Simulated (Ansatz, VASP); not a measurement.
## Si3Ge in VASP and in Ansatz

```
Si Ge
1.0
     4.82244    0.00000    0.00000
     0.00000    4.82244    0.00000
     0.00000    0.00000    4.82244
Si Ge
6 2
Cartesian
  2.4112 1.2056 0.0000
  2.4112 3.6168 0.0000
  1.2056 0.0000 2.4112
  3.6168 0.0000 2.4112
  0.0000 2.4112 1.2056
  0.0000 2.4112 3.6168
  2.4112 2.4112 2.4112
  0.0000 0.0000 0.0000
```

Change from the starting cell: species swapped into the V3Sn type (Pm-3n, No. 223).

Alike in both runs: task single point; functional PBE; k mesh 4 × 4 × 4; occupations gaussian, width 0.1 eV; no spin polarisation.

```csv
,VASP,Ansatz
version,VASP 6.6.1,Ansatz 0.2.0
potentials or method,"VASP PAW PBE potentials, release 64 (Si, Ge_d), cutoff 520 eV","scalar-relativistic, plane waves, PAW"
valence electrons in the cell,52,52
```

```tsv
	VASP	Ansatz	Ansatz less VASP
gap on the k mesh at the Fermi level (eV)	none	none	-
pressure (GPa)	15.9	16.0	+0.07
```

A gap of «none» marks a metal or a gap that the smearing closes.
